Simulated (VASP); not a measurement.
# Al3Cl (P-6m2) in VASP: notebook, part 3 of 3

VASP 6.6.1. Earlier steps stand in the parts before.

## 5. Single point, PBE

This run uses another cell than the first one, of 18.03 Å³/atom, 1.117 times its volume.

INCAR reads:

```
SYSTEM = Al3Cl
PREC = Accurate
ENCUT = 520
EDIFF = 1E-6
ISMEAR = 0
SIGMA = 0.1
LREAL = .False.
LASPH = .True.
NELM = 80
ALGO = Normal
ISIF = 2
LWAVE = .False.
LCHARG = .False.
GGA = PE
NBANDS = 16
```

KPOINTS reads:

```
Automatic mesh
0
Gamma
  18 18 6
  0 0 0
```

POSCAR reads:

```
Al3Cl
1.0
    3.0881297006      0.0000000000      0.0000000000
   -1.5440648503      2.6743987709      0.0000000000
    0.0000000000      0.0000000000      8.7301379854
Al Cl
3 1
Direct
    0.6666666667      0.3333333333      0.5000000000
    0.3333333333      0.6666666667      0.2447190321
    0.3333333333      0.6666666667      0.7552809679
    0.6666666667      0.3333333333      0.0000000000
```

Potentials or basis: VASP PAW PBE potentials, release 64 (Al, Cl).

Command:

```console
cat potpaw_PBE.64/Al/POTCAR potpaw_PBE.64/Cl/POTCAR > POTCAR
mpirun -np 1 vasp_std > vasp.out
```

OUTCAR:

```text
SYSTEM = Al3Cl
   PREC = Accurate
   ENCUT = 520
   EDIFF = 1E-6
   ISMEAR = 0
   LREAL = .False.
   LASPH = .True.
   NELM = 80
   ISIF = 2
   GGA = PE

 ion  position               nearest neighbor table
   1  0.667  0.333  0.500-   2 2.85   3 2.85   2 2.85   3 2.85   2 2.85   3 2.85
   2  0.333  0.667  0.245-   4 2.78   4 2.78   4 2.78   1 2.85   1 2.85   1 2.85
   3  0.333  0.667  0.755-   4 2.78   4 2.78   4 2.78   1 2.85   1 2.85   1 2.85
   4  0.667  0.333  0.000-   2 2.78   3 2.78   2 2.78   3 2.78   2 2.78   3 2.78

  LATTYP: Found a hexagonal cell.
 ALAT       =     3.0881297006
 C/A-ratio  =     2.8269984851

  Lattice vectors:

 A1 = (   3.0881297006,   0.0000000000,   0.0000000000)
 A2 = (  -1.5440648503,   2.6743987709,   0.0000000000)
 A3 = (   0.0000000000,   0.0000000000,   8.7301379854)

Analysis of symmetry for initial positions (statically):
=====================================================================
 Subroutine PRICEL returns:
 Original cell was already a primitive cell.

 Routine SETGRP: Setting up the symmetry group for a
 hexagonal supercell.

 Subroutine GETGRP returns: Found 12 space group operations
 (whereof 12 operations were pure point group operations)
 out of a pool of 24 trial point group operations.

The static configuration has the point symmetry D_3h.

Analysis of symmetry for dynamics (positions and initial velocities):
=====================================================================
 Subroutine PRICEL returns:
 Original cell was already a primitive cell.

 Routine SETGRP: Setting up the symmetry group for a
 hexagonal supercell.

 Subroutine GETGRP returns: Found 12 space group operations
 (whereof 12 operations were pure point group operations)
 out of a pool of 24 trial point group operations.

The dynamic configuration has the point symmetry D_3h.

 Subroutine INISYM returns: Found 12 space group operations
 (whereof 12 operations are pure point group operations),
 and found     1 'primitive' translations

----------------------------------------------------------------------------------------

                                     Primitive cell

  volume of cell :      72.1013

  direct lattice vectors                    reciprocal lattice vectors
     3.088129701  0.000000000  0.000000000     0.323820596  0.186957908  0.000000000
    -1.544064850  2.674398771  0.000000000     0.000000000  0.373915816  0.000000000
     0.000000000  0.000000000  8.730137985     0.000000000  0.000000000  0.114545727

  length of vectors
     3.088129701  3.088129701  8.730137985     0.373915816  0.373915816  0.114545727

  position of ions in fractional coordinates (direct lattice)
     0.666666667  0.333333333  0.500000000
     0.333333333  0.666666667  0.244719032
     0.333333333  0.666666667  0.755280968
     0.666666667  0.333333333  0.000000000

  ion indices of the primitive-cell ions
   primitive index   ion index
                 1           1
                 2           2
                 3           3
                 4           4

----------------------------------------------------------------------------------------

[... 25 lines left out ...]
            Coordinates               Weight
  0.000000  0.000000  0.000000      1.000000
  0.055556  0.000000  0.000000      6.000000
  0.111111  0.000000  0.000000      6.000000
  0.166667  0.000000  0.000000      6.000000
  0.222222  0.000000  0.000000      6.000000
  0.277778  0.000000  0.000000      6.000000
[... 16 lines left out ...]
  0.333333  0.111111  0.000000     12.000000
  0.388889  0.111111  0.000000     12.000000
 [... further k-points ...]
   k-points           NKPTS =    148   k-points in BZ     NKDIM =    148   number of bands    NBANDS=     16
   number of dos      NEDOS =    301   number of ions     NIONS =      4
   total plane-waves  NPLWV =  40320
   dimension x,y,z NGX =    24 NGY =   24 NGZ =   70
   dimension x,y,z NGXF=    48 NGYF=   48 NGZF=  140
   ions per type =               3   1
   NGX,Y,Z   is equivalent  to a cutoff of  12.92, 12.92, 13.33 a.u.
   NGXF,Y,Z  is equivalent  to a cutoff of  25.84, 25.84, 26.66 a.u.
 SYSTEM =  Al3Cl
   PREC   = accura    normal or accurate (medium, high low for compatibility)
   ISTART =      0    job   : 0-new  1-cont  2-samecut
   ICHARG =      2    charge: 1-file 2-atom 10-const
   ISPIN  =      1    spin polarized calculation?
   LNONCOLLINEAR =      F non collinear calculations
   LSORBIT =      F    spin-orbit coupling
   LASPH  =      T    aspherical Exc in radial PAW
   ENCUT  =  520.0 eV  38.22 Ry    6.18 a.u.   5.74  5.74 16.23*2*pi/ulx,y,z
   NELM   =     80;   NELMIN=  2; NELMDL= -5     # of ELM steps
   EDIFF  = 0.1E-05   stopping-criterion for ELM
   LREAL  =      F    real-space projection
   EDIFFG = 0.1E-04   stopping-criterion for IOM
   NSW    =      0    number of steps for IOM
   IBRION =     -1    ionic relax: 0-MD 1-quasi-New 2-CG
   NFREE  =      0    steps in history (QN), initial steepest desc. (CG)
   ISIF   =      2    stress and relaxation
   ISYM   =      2    0-nonsym 1-usesym 2-fastsym
   POTIM  = 0.5000    time-step for ionic-motion
   TEBEG  =    0.0;   TEEND  =   0.0 temperature during run
   PSTRESS=    0.0 pullay stress
   NELECT =      16.0000    total number of electrons
   NUPDOWN=      -1.0000    fix difference up-down
   EMIN   =  10.00;   EMAX   =-10.00  energy-range for DOS
   EFERMI =   0.00;   METHOD = LEGACY
   ISMEAR =     0;   SIGMA  =   0.10  broadening in eV -4-tet -1-fermi 0-gaus
   EFERMI_NEDOS =   21; number of points for ismear=-14 and -15
   IALGO  =     38    algorithm
   IMIX   =      4    mixing-type and parameters
     AMIX     =   0.40;   BMIX     =  1.00
     AMIX_MAG =   1.60;   BMIX_MAG =  1.00
  volume/ion in A,a.u.               =      18.03       121.64
  Fermi-wavevector in a.u.,A,eV,Ry     =   0.991137  1.872978 13.365730  0.982353
  Thomas-Fermi vector in A             =   2.122857
   LORBIT       =      0    0 simple, 1 ext, 2 COOP (PROOUT), +10 PAW based schemes
   GGA     = PE    functional components
   LHFCALC =     F    Hartree Fock is set to
   AEXX    =    0.0000 exact exchange contribution
   IVDW    =     0    specifies the selected vdW correction
   LEPSILON=     F    determine dielectric tensor
   LRPA    =     F    only Hartree local field effects (RPA)
 non-spin polarized calculation
 Gauss-broadening in eV      SIGMA  =   0.10
  energy-cutoff  :      520.00
  volume of cell :       72.10
 maximum number of plane-waves:      1960
 NGX is ok and might be reduce to    24
   NGX = 11   NGY = 11   NGZ = 33

 number of electron      16.0000001 magnetization

 Free energy of the ion-electron system (eV)
  ---------------------------------------------------
  ext. energy  EPLUGINS =         0.00000000
  ---------------------------------------------------
  free energy    TOTEN  =       -13.23888453 eV

  energy without entropy =      -13.23149374  energy(sigma->0) =      -13.23518914

 E-fermi :   6.9492     XC(G=0):  -9.9742

 val. band max:        6.9277562112   @ k =   0.2778   0.2222   0.5000
 cond. band min:       6.9494193347   @ k =   0.2778   0.2778   0.1667
 fundamental gap:      0.0216631235
 Fermi energy:         6.9492350937

 k-point     1 :       0.0000    0.0000    0.0000
  band No.  band energies     occupation
      1     -10.6382      2.00000
      2      -2.7198      2.00000
      3      -2.3470      2.00000
      4       1.6694      2.00000
      5       2.6921      2.00000
      6       4.7856      2.00000
[... 433 lines left out ...]
      3       0.7791      2.00000
      4       1.5287      2.00000
      5       3.0310      2.00000
      6       3.7665      2.00000
[... 8 lines left out ...]
     15      13.1100      0.00000
     16      14.4908      0.00000

 [... further k-points ...]

------------------------ aborting loop because EDIFF is reached ----------------------------------------

  FORCE on cell =-STRESS in cart. coord.  units (eV):
  Direction    XX          YY          ZZ          XY          YZ          ZX
  --------------------------------------------------------------------------------------
  -------------------------------------------------------------------------------------
  Total       -0.0261634     -0.0261634      0.0128326      0.0000000      0.0000000      0.0000000
  in kB       -0.5813833     -0.5813833      0.2851557      0.0000000      0.0000000      0.0000000
  external PRESSURE =      -0.2925369 kB  Pullay stress =       0.0000000 kB

 VOLUME and BASIS-vectors are now :
 -----------------------------------------------------------------------------
  energy-cutoff  :      520.00
  volume of cell :       72.10
      direct lattice vectors                 reciprocal lattice vectors
     3.088129701  0.000000000  0.000000000     0.323820596  0.186957908  0.000000000
    -1.544064850  2.674398771  0.000000000     0.000000000  0.373915816  0.000000000
     0.000000000  0.000000000  8.730137985     0.000000000  0.000000000  0.114545727

 POSITION                                       TOTAL-FORCE (eV/Angst)
 -----------------------------------------------------------------------------------
      1.54406      0.89147      4.36507         0.000000     -0.000000      0.000000
     -0.00000      1.78293      2.13643         0.000000     -0.000000      0.007161
     -0.00000      1.78293      6.59371         0.000000     -0.000000     -0.007161
      1.54406      0.89147      0.00000        -0.000000      0.000000      0.000000
 -----------------------------------------------------------------------------------
    total drift:                               -0.000000      0.000000      0.000000

  FREE ENERGIE OF THE ION-ELECTRON SYSTEM (eV)
  ---------------------------------------------------
  free  energy   TOTEN  =       -13.2388845314 eV

  energy  without entropy=      -13.2314937397  energy(sigma->0) =      -13.23518914
```

stdout:

```text
POSCAR found type information on POSCAR AlCl
 POSCAR found :  2 types and       4 ions
 scaLAPACK will be used
 LDA part: xc-table for (Slater+PW92), standard interpolation
 POSCAR, INCAR and KPOINTS ok, starting setup
 FFT: planning ... GRIDC
 FFT: planning ... GRID_SOFT
 FFT: planning ... GRID
 WAVECAR not read
 entering main loop
```

It took 50 s on 1 thread of Intel Xeon 6975P-C (Granite Rapids), shared host; peak memory 0.28 GiB.

Results:

- Free energy: -13.2389 eV
- Pressure: 0.0 GPa
- Largest force: 0.007 eV/Å
- Band gap on the k mesh: zero (band 8 reaches 9.16 eV, above the bottom of band 9 at 5.68 eV)

Forces on the atoms (eV/Å):
```
Al   0.000  0.000  0.000
Al   0.000  0.000  0.007
Al   0.000  0.000 -0.007
Cl   0.000  0.000  0.000
```

Stress tensor (GPa, compression positive):
```
-0.06  0.00  0.00
 0.00 -0.06  0.00
 0.00  0.00  0.03
```

Levels at points of the mesh, in eV from the Fermi level:
```csv
k point,band 4,band 5,band 6,band 7,band 8,band 9,band 10,band 11,band 12,band 13
"(0.00, 0.00, 0.00)",-5.28,-4.26,-2.16,-2.16,2.20,3.88,7.44,8.23,8.23,8.99
"(0.50, 0.00, 0.00)",-4.86,-4.26,-3.31,-3.15,-1.78,0.48,1.12,1.91,4.42,4.57
"(0.00, 0.00, 0.50)",-7.65,-2.16,-2.16,-1.54,-0.61,6.22,6.23,8.19,8.19,8.84
"(0.50, 0.00, 0.50)",-4.75,-3.97,-3.31,-2.99,-2.09,-0.92,2.28,3.17,4.20,4.76
```

## 6. Relaxation of cell and atoms, PBE

This run uses another cell than the first one, of 18.04 Å³/atom, 1.117 times its volume.

INCAR reads:

```
SYSTEM = Al3Cl
ALGO = Normal
EDIFF = 1E-7
EDIFFG = -0.01
ENCUT = 600
GGA = PE
IBRION = 2
ISIF = 3
ISMEAR = 0
LASPH = .TRUE.
LCHARG = .FALSE.
LREAL = .FALSE.
LWAVE = .FALSE.
NELM = 80
NSW = 100
PREC = Accurate
SIGMA = 0.1
```

KPOINTS reads:

```
k-points
0
G
  18 18 6
  0 0 0
```

POSCAR reads:

```
Al3Cl
1.0
    3.0145225023      0.0000000000      0.0000000000
   -1.5072612512      2.6106530673      0.0000000000
    0.0000000000      0.0000000000      9.1679997550
Al Cl
3 1
Direct
    0.6666666667      0.3333333333      0.5000000000
    0.3333333333      0.6666666667      0.2365586205
    0.3333333333      0.6666666667      0.7634413795
    0.6666666667      0.3333333333      0.0000000000
```

Potentials or basis: VASP PAW PBE potentials, release 64 (Al, Cl).

Command:

```console
cat potpaw_PBE.64/Al/POTCAR potpaw_PBE.64/Cl/POTCAR > POTCAR
mpirun -np 1 vasp_std > vasp.out
```

Wall time 5.5 min (1 thread of Intel Xeon 6975P-C (Granite Rapids), shared host); peak memory 0.3 GiB.

Results (log left out):

- Free energy: -13.2392 eV
- Relaxed volume: 18.02 Å³/atom
- Relaxed cell: a = 3.087 Å, b = 3.087 Å, c = 8.736 Å, α = 90.00°, β = 90.00°, γ = 120.00°
- Space group after relaxing (to 0.05 Å): P-6m2 (No. 187)
- Energy gained by relaxing: 17.0 meV/atom
- Ionic steps: 11
- Pressure after relaxing: 0.0 GPa
- Largest force after relaxing: 0.005 eV/Å
- Band gap on the k mesh: zero (band 8 reaches 9.14 eV, above the bottom of band 9 at 5.67 eV)

Forces on the atoms (eV/Å):
```
Al   0.000  0.000  0.000
Al   0.000  0.000 -0.005
Al   0.000  0.000  0.005
Cl   0.000  0.000  0.000
```

Step by step:
| step | energy change (eV) | largest force (eV/Å) | pressure (GPa) | volume (Å³) |
| --- | --- | --- | --- | --- |
| 1 | 0.0000 | 0.1780 | -0.20 | 72.15 |
| 2 | -0.0264 | 0.2285 | -0.02 | 71.90 |
| 3 | -0.0520 | 0.3088 | 0.43 | 71.41 |
| 4 | -0.0521 | 0.3169 | 0.62 | 71.26 |
| 5 | -0.0524 | 0.3134 | 0.54 | 71.32 |
| 6 | -0.0642 | 0.1545 | 0.02 | 72.06 |
| 7 | -0.0662 | 0.0560 | -0.27 | 72.52 |
| 8 | -0.0679 | 0.0001 | 0.03 | 72.05 |
| 9 | -0.0679 | 0.0029 | 0.05 | 72.03 |
| 10 | -0.0679 | 0.0042 | 0.05 | 72.02 |
| 11 | -0.0679 | 0.0048 | -0.02 | 72.10 |

Final structure:
```yaml
crystal:
  lattice:
    - [3.08709, 0.00000, 0.00000]
    - [-1.54355, 2.67350, 0.00000]
    - [0.00000, 0.00000, 8.73577]
  atoms:
    - { symbol: Al, position: [0.66667, 0.33333, 0.50000] }
    - { symbol: Al, position: [0.33333, 0.66667, 0.24488] }
    - { symbol: Al, position: [0.33333, 0.66667, 0.75512] }
    - { symbol: Cl, position: [0.66667, 0.33333, 0.00000] }
```

Levels at points of the mesh, in eV from the Fermi level:
| k point | band 5 | band 6 | band 7 | band 8 | band 9 | band 10 | band 11 | band 12 |
| --- | --- | --- | --- | --- | --- | --- | --- | --- |
| (0.00, 0.00, 0.00) | -4.26 | -2.14 | -2.14 | 2.19 | 3.88 | 7.45 | 8.25 | 8.25 |
| (0.50, 0.00, 0.00) | -4.26 | -3.29 | -3.15 | -1.78 | 0.48 | 1.12 | 1.92 | 4.59 |
| (0.00, 0.00, 0.50) | -2.14 | -2.14 | -1.55 | -0.62 | 6.21 | 6.25 | 8.21 | 8.21 |
| (0.50, 0.00, 0.50) | -3.96 | -3.29 | -3.00 | -2.09 | -0.91 | 2.28 | 3.17 | 4.21 |

## 7. The runs side by side

```tsv
task	cell	k mesh	cutoff (eV)	gap on the mesh (eV)	pressure (GPa)	relaxed volume (Å³/atom)	largest force (eV/Å)
single point	a = 2.886, b = 2.886, c = 8.954 Å, angles 90.0, 90.0, 120.0°, 4 atoms	6 × 6 × 2	520	none	7.8	-	0.40
single point	a = 3.015, b = 3.015, c = 9.168 Å, angles 90.0, 90.0, 120.0°, 4 atoms	6 × 6 × 2	520	none	-0.1	-	-
relaxation of cell and atoms	relaxed from a = 2.886, b = 2.886, c = 8.954 Å, angles 90.0, 90.0, 120.0°, 4 atoms	6 × 6 × 2	600	none	-0.1	18.04	0.03
single point	a = 3.088, b = 3.088, c = 8.730 Å, angles 90.0, 90.0, 120.0°, 4 atoms	18 × 18 × 6	520	none	0.0	-	0.01
relaxation of cell and atoms	relaxed from a = 3.015, b = 3.015, c = 9.168 Å, angles 90.0, 90.0, 120.0°, 4 atoms	18 × 18 × 6	600	none	0.0	18.02	-
```

Alike in all rows: level PBE; potentials or basis VASP PAW PBE potentials, release 64 (Al, Cl); no spin polarisation; smearing gaussian 0.1 eV.

Caveats: some runs use coarse meshes.

Absolute energies hang on the potentials; compare differences alone.
